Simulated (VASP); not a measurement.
# Y3Be2 (Pm-3m) in VASP: a series of runs

The runs below take Y3Be2 through single point, relaxation of cell and atoms, with PBE.

Program: VASP 6.6.1. These are calculated values, not measurements. Logs are shortened: lines on timing, memory, paths and dates and some standing lists are left out, and cuts for length are marked.

## Step 1: The cell of the first run

The structure is cubic, space group Pm-3m (No. 221). The conventional cell has a = 5.149 Å, b = 5.149 Å, c = 5.149 Å, α = 90.00°, β = 90.00°, γ = 90.00°. Y (site symmetry 4/mmm) has 2 Be at 2.57 Å within 3.4 Å. Within 4.8 Å of Be (site symmetry m-3m) lie 12 Y at 3.64 Å and 8 Be at 4.46 Å. Be (site symmetry m-3m) has 6 Y at 2.57 Å within 3.4 Å.

## Step 2: Single point, PBE

INCAR reads:

```
SYSTEM = Y3Be2
PREC     = Accurate       ! precision mode
ENCUT    = 520            ! plane-wave cutoff, eV
EDIFF    = 1E-6           ! SCF threshold, eV
ISMEAR   = 0              ! smearing method
SIGMA    = 0.1            ! smearing width, eV
LREAL    = .False.        ! projectors in reciprocal space
LASPH    = .True.         ! aspherical terms in the spheres
NELM     = 60             ! most SCF steps
ALGO     = Fast           ! electronic algorithm
ISIF     = 2              ! what is computed and relaxed
LWAVE    = .False.        ! write WAVECAR
LCHARG   = .False.        ! write CHGCAR
GGA      = PE             ! functional
NBANDS   = 26             ! bands
```

KPOINTS reads:

```
regular mesh
0
Gamma
  8 8 8
  0 0 0
```

POSCAR reads:

```
Y3Be2
1.0
    5.1486371246      0.0000000000      0.0000000000
    0.0000000000      5.1486371246      0.0000000000
    0.0000000000      0.0000000000      5.1486371246
Y Be
3 2
Direct
    0.0000000000      0.5000000000      0.5000000000
    0.5000000000      0.0000000000      0.5000000000
    0.5000000000      0.5000000000      0.0000000000
    0.0000000000      0.0000000000      0.0000000000
    0.5000000000      0.5000000000      0.5000000000
```

Potentials or basis: VASP PAW PBE potentials, release 64 (Y_sv, Be).

Command:

```
$ cat potpaw_PBE.64/Y_sv/POTCAR potpaw_PBE.64/Be/POTCAR > POTCAR
$ mpirun -np 1 vasp_std > vasp.out
```

OUTCAR:

```text
SYSTEM = Y3Be2
   PREC = Accurate
   ENCUT = 520
   EDIFF = 1E-6
   ISMEAR = 0
   LREAL = .False.
   LASPH = .True.
   NELM = 60
   ISIF = 2
   GGA = PE

 ion  position               nearest neighbor table
   1  0.000  0.500  0.500-   5 2.57   5 2.57   2 3.64   3 3.64   2 3.64   2 3.64   3 3.64   3 3.64
                             3 3.64   2 3.64
   2  0.500  0.000  0.500-   5 2.57   5 2.57   1 3.64   3 3.64   1 3.64   3 3.64   3 3.64   3 3.64
                             1 3.64   1 3.64
   3  0.500  0.500  0.000-   5 2.57   5 2.57   1 3.64   1 3.64   2 3.64   2 3.64   2 3.64   2 3.64
                             1 3.64   1 3.64
   4  0.000  0.000  0.000-
   5  0.500  0.500  0.500-   1 2.57   2 2.57   3 2.57   3 2.57   2 2.57   1 2.57

  LATTYP: Found a simple cubic cell.
 ALAT       =     5.1486371246

  Lattice vectors:

 A1 = (   5.1486371246,   0.0000000000,   0.0000000000)
 A2 = (   0.0000000000,   5.1486371246,   0.0000000000)
 A3 = (   0.0000000000,   0.0000000000,   5.1486371246)

Analysis of symmetry for initial positions (statically):
=====================================================================
 Subroutine PRICEL returns:
 Original cell was already a primitive cell.

 Routine SETGRP: Setting up the symmetry group for a
 simple cubic supercell.

 Subroutine GETGRP returns: Found 48 space group operations
 (whereof 48 operations were pure point group operations)
 out of a pool of 48 trial point group operations.

The static configuration has the point symmetry O_h .

Analysis of symmetry for dynamics (positions and initial velocities):
=====================================================================
 Subroutine PRICEL returns:
 Original cell was already a primitive cell.

 Routine SETGRP: Setting up the symmetry group for a
 simple cubic supercell.

 Subroutine GETGRP returns: Found 48 space group operations
 (whereof 48 operations were pure point group operations)
 out of a pool of 48 trial point group operations.

The dynamic configuration has the point symmetry O_h .

 Subroutine INISYM returns: Found 48 space group operations
 (whereof 48 operations are pure point group operations),
 and found     1 'primitive' translations

----------------------------------------------------------------------------------------

                                     Primitive cell

  volume of cell :     136.4825

  direct lattice vectors                    reciprocal lattice vectors
     5.148637125  0.000000000  0.000000000     0.194226157  0.000000000  0.000000000
     0.000000000  5.148637125  0.000000000     0.000000000  0.194226157  0.000000000
     0.000000000  0.000000000  5.148637125     0.000000000  0.000000000  0.194226157

  length of vectors
     5.148637125  5.148637125  5.148637125     0.194226157  0.194226157  0.194226157

  position of ions in fractional coordinates (direct lattice)
     0.000000000  0.500000000  0.500000000
     0.500000000  0.000000000  0.500000000
     0.500000000  0.500000000  0.000000000
     0.000000000  0.000000000  0.000000000
     0.500000000  0.500000000  0.500000000

  ion indices of the primitive-cell ions
   primitive index   ion index
                 1           1
                 2           2
                 3           3
                 4           4
                 5           5

----------------------------------------------------------------------------------------

 KPOINTS: regular mesh

Automatic generation of k-mesh.
 Grid dimensions read from file:
 generate k-points for:    8    8    8

 Generating k-lattice:

  Cartesian coordinates                     Fractional coordinates (reciprocal lattice)
     0.024278270  0.000000000  0.000000000     0.125000000  0.000000000  0.000000000
     0.000000000  0.024278270  0.000000000     0.000000000  0.125000000  0.000000000
     0.000000000  0.000000000  0.024278270     0.000000000  0.000000000  0.125000000

  Length of vectors
     0.024278270  0.024278270  0.024278270

  Shift w.r.t. Gamma in fractional coordinates (k-lattice)
     0.000000000  0.000000000  0.000000000

 Subroutine IBZKPT returns following result:
 ===========================================

 Found     35 irreducible k-points:

 Following reciprocal coordinates:
            Coordinates               Weight
  0.000000  0.000000  0.000000      1.000000
  0.125000  0.000000  0.000000      6.000000
  0.250000  0.000000  0.000000      6.000000
  0.375000  0.000000  0.000000      6.000000
  0.500000  0.000000  0.000000      3.000000
  0.125000  0.125000  0.000000     12.000000
[... 16 lines left out ...]
  0.375000  0.375000  0.125000     24.000000
  0.500000  0.375000  0.125000     24.000000
 [... further k-points ...]
   k-points           NKPTS =     35   k-points in BZ     NKDIM =     35   number of bands    NBANDS=     26
   number of dos      NEDOS =    301   number of ions     NIONS =      5
   total plane-waves  NPLWV =  64000
   dimension x,y,z NGX =    40 NGY =   40 NGZ =   40
   dimension x,y,z NGXF=    80 NGYF=   80 NGZF=   80
   ions per type =               3   2
   NGX,Y,Z   is equivalent  to a cutoff of  12.92, 12.92, 12.92 a.u.
   NGXF,Y,Z  is equivalent  to a cutoff of  25.83, 25.83, 25.83 a.u.
 SYSTEM =  Y3Be2
   PREC   = accura    normal or accurate (medium, high low for compatibility)
   ISTART =      0    job   : 0-new  1-cont  2-samecut
   ICHARG =      2    charge: 1-file 2-atom 10-const
   ISPIN  =      1    spin polarized calculation?
   LNONCOLLINEAR =      F non collinear calculations
   LSORBIT =      F    spin-orbit coupling
   LASPH  =      T    aspherical Exc in radial PAW
   ENCUT  =  520.0 eV  38.22 Ry    6.18 a.u.   9.57  9.57  9.57*2*pi/ulx,y,z
   NELM   =     60;   NELMIN=  2; NELMDL= -5     # of ELM steps
   EDIFF  = 0.1E-05   stopping-criterion for ELM
   LREAL  =      F    real-space projection
   EDIFFG = 0.1E-04   stopping-criterion for IOM
   NSW    =      0    number of steps for IOM
   IBRION =     -1    ionic relax: 0-MD 1-quasi-New 2-CG
   NFREE  =      0    steps in history (QN), initial steepest desc. (CG)
   ISIF   =      2    stress and relaxation
   ISYM   =      2    0-nonsym 1-usesym 2-fastsym
   POTIM  = 0.5000    time-step for ionic-motion
   TEBEG  =    0.0;   TEEND  =   0.0 temperature during run
   PSTRESS=    0.0 pullay stress
   NELECT =      37.0000    total number of electrons
   NUPDOWN=      -1.0000    fix difference up-down
   EMIN   =  10.00;   EMAX   =-10.00  energy-range for DOS
   EFERMI =   0.00;   METHOD = LEGACY
   ISMEAR =     0;   SIGMA  =   0.10  broadening in eV -4-tet -1-fermi 0-gaus
   EFERMI_NEDOS =   21; number of points for ismear=-14 and -15
   IALGO  =     68    algorithm
   IMIX   =      4    mixing-type and parameters
     AMIX     =   0.40;   BMIX     =  1.00
     AMIX_MAG =   1.60;   BMIX_MAG =  1.00
  volume/ion in A,a.u.               =      27.30       184.21
  Fermi-wavevector in a.u.,A,eV,Ry     =   1.059538  2.002236 15.274177  1.122620
  Thomas-Fermi vector in A             =   2.194887
   LORBIT       =      0    0 simple, 1 ext, 2 COOP (PROOUT), +10 PAW based schemes
   GGA     = PE    functional components
   LHFCALC =     F    Hartree Fock is set to
   AEXX    =    0.0000 exact exchange contribution
   IVDW    =     0    specifies the selected vdW correction
   LEPSILON=     F    determine dielectric tensor
   LRPA    =     F    only Hartree local field effects (RPA)
 non-spin polarized calculation
 RMM-DIIS sequential band-by-band and
 Gauss-broadening in eV      SIGMA  =   0.10
  energy-cutoff  :      520.00
  volume of cell :      136.48
 maximum number of plane-waves:      3743
 NGX is ok and might be reduce to    40
   NGX = 19   NGY = 19   NGZ = 19

 number of electron      36.9999998 magnetization

 Free energy of the ion-electron system (eV)
  ---------------------------------------------------
  ext. energy  EPLUGINS =         0.00000000
  ---------------------------------------------------
  free energy    TOTEN  =       -23.78139940 eV

  energy without entropy =      -23.70150870  energy(sigma->0) =      -23.74145405

 E-fermi :   2.1994     XC(G=0):  -8.9124

 val. band max:        2.1955221386   @ k =   0.3750   0.0000   0.0000
 cond. band min:       2.2010238006   @ k =   0.3750   0.2500   0.1250
 fundamental gap:      0.0055016621
 Fermi energy:         2.1994241674

 k-point     1 :       0.0000    0.0000    0.0000
  band No.  band energies     occupation
      1     -40.3322      2.00000
      2     -40.2780      2.00000
      3     -40.2780      2.00000
      4     -20.4722      2.00000
      5     -20.4722      2.00000
      6     -20.4722      2.00000
[... 18 lines left out ...]
     25       5.3279      0.00000
     26       5.5250      0.00000

 k-point     2 :       0.1250    0.0000    0.0000
  band No.  band energies     occupation
      1     -40.3304      2.00000
      2     -40.2799      2.00000
      3     -40.2780      2.00000
      4     -20.4650      2.00000
      5     -20.4650      2.00000
      6     -20.4612      2.00000
[... 18 lines left out ...]
     25       5.1316      0.00000
     26       5.2412      0.00000

 k-point     3 :       0.2500    0.0000    0.0000
  band No.  band energies     occupation
      1     -40.3253      2.00000
      2     -40.2850      2.00000
      3     -40.2780      2.00000
      4     -20.4456      2.00000
      5     -20.4456      2.00000
      6     -20.4305      2.00000
[... 18 lines left out ...]
     25       5.0498      0.00000
     26       5.0498      0.00000

 k-point     4 :       0.3750    0.0000    0.0000
  band No.  band energies     occupation
      1     -40.3184      2.00000
      2     -40.2919      2.00000
      3     -40.2779      2.00000
      4     -20.4213      2.00000
      5     -20.4213      2.00000
      6     -20.3889      2.00000
[... 18 lines left out ...]
     25       5.0162      0.00000
     26       5.0165      0.00000

 k-point     5 :       0.5000    0.0000    0.0000
  band No.  band energies     occupation
      1     -40.3141      2.00000
      2     -40.2963      2.00000
      3     -40.2779      2.00000
      4     -20.4083      2.00000
      5     -20.4083      2.00000
      6     -20.3635      2.00000
[... 18 lines left out ...]
     25       5.0051      0.00000
     26       5.0291      0.00000

 k-point     6 :       0.1250    0.1250    0.0000
  band No.  band energies     occupation
      1     -40.3286      2.00000
      2     -40.2807      2.00000
      3     -40.2790      2.00000
      4     -20.4685      2.00000
      5     -20.4578      2.00000
      6     -20.4415      2.00000
[... 427 lines left out ...]
 k-point    21 :       0.3750    0.2500    0.1250
  band No.  band energies     occupation
      1     -40.3119      2.00000
      2     -40.2922      2.00000
      3     -40.2841      2.00000
      4     -20.4604      2.00000
      5     -20.4115      2.00000
      6     -20.3833      2.00000
[... 18 lines left out ...]
     25       5.0933      0.00000
     26       5.3025      0.00000

 k-point    22 :       0.5000    0.2500    0.1250
  band No.  band energies     occupation
      1     -40.3079      2.00000
      2     -40.2962      2.00000
      3     -40.2842      2.00000
      4     -20.4373      2.00000
      5     -20.4319      2.00000
      6     -20.3830      2.00000
[... 18 lines left out ...]
     25       4.9123      0.00000
     26       5.4443      0.00000

 k-point    23 :       0.3750    0.3750    0.1250
  band No.  band energies     occupation
      1     -40.3065      2.00000
      2     -40.2935      2.00000
      3     -40.2882      2.00000
      4     -20.4625      2.00000
      5     -20.4287      2.00000
      6     -20.3819      2.00000
[... 18 lines left out ...]
     25       4.7807      0.00000
     26       5.0540      0.00000

 k-point    24 :       0.5000    0.3750    0.1250
  band No.  band energies     occupation
      1     -40.3024      2.00000
      2     -40.2961      2.00000
      3     -40.2896      2.00000
      4     -20.4598      2.00000
      5     -20.4360      2.00000
      6     -20.3840      2.00000
[... 18 lines left out ...]
     25       4.5696      0.00000
     26       4.9534      0.00000

 [... further k-points ...]

------------------------ aborting loop because EDIFF is reached ----------------------------------------

  FORCE on cell =-STRESS in cart. coord.  units (eV):
  Direction    XX          YY          ZZ          XY          YZ          ZX
  --------------------------------------------------------------------------------------
  -------------------------------------------------------------------------------------
  Total       -0.0388450     -0.0388450     -0.0388450      0.0000000     -0.0000000     -0.0000000
  in kB       -0.4560036     -0.4560036     -0.4560036      0.0000000     -0.0000000     -0.0000000
  external PRESSURE =      -0.4560036 kB  Pullay stress =       0.0000000 kB

 VOLUME and BASIS-vectors are now :
 -----------------------------------------------------------------------------
  energy-cutoff  :      520.00
  volume of cell :      136.48
      direct lattice vectors                 reciprocal lattice vectors
     5.148637125  0.000000000  0.000000000     0.194226157  0.000000000  0.000000000
     0.000000000  5.148637125  0.000000000     0.000000000  0.194226157  0.000000000
     0.000000000  0.000000000  5.148637125     0.000000000  0.000000000  0.194226157

 POSITION                                       TOTAL-FORCE (eV/Angst)
 -----------------------------------------------------------------------------------
      0.00000      2.57432      2.57432         0.000000      0.000000      0.000000
      2.57432      0.00000      2.57432         0.000000      0.000000      0.000000
      2.57432      2.57432      0.00000         0.000000      0.000000      0.000000
      0.00000      0.00000      0.00000         0.000000      0.000000      0.000000
      2.57432      2.57432      2.57432         0.000000      0.000000      0.000000
 -----------------------------------------------------------------------------------
    total drift:                               -0.000000     -0.000000     -0.000000

  FREE ENERGIE OF THE ION-ELECTRON SYSTEM (eV)
  ---------------------------------------------------
  free  energy   TOTEN  =       -23.7813994034 eV

  energy  without entropy=      -23.7015086965  energy(sigma->0) =      -23.74145405
```

Run time: 5.6 min. Hardware: 1 thread of Intel Xeon Platinum 8488C (Sapphire Rapids), shared host; peak memory 0.33 GiB.

Results:

```
Free energy : -23.7814 eV
Pressure    : 0.0 GPa
```

Levels at points of the mesh, in eV from the Fermi level:
```csv
k point,band 17,band 18,band 19,band 20,band 21,band 22
"(0.00, 0.00, 0.00)",0.04,0.04,0.04,0.63,0.63,0.63
"(0.50, 0.00, 0.00)",0.00,0.00,0.22,0.22,0.36,0.99
"(0.50, 0.50, 0.00)",-0.42,-0.10,-0.10,-0.02,1.46,1.46
"(0.50, 0.50, 0.50)",-1.45,-0.01,-0.01,-0.01,1.92,1.92
```

(Part 1 of 2 ends here.)
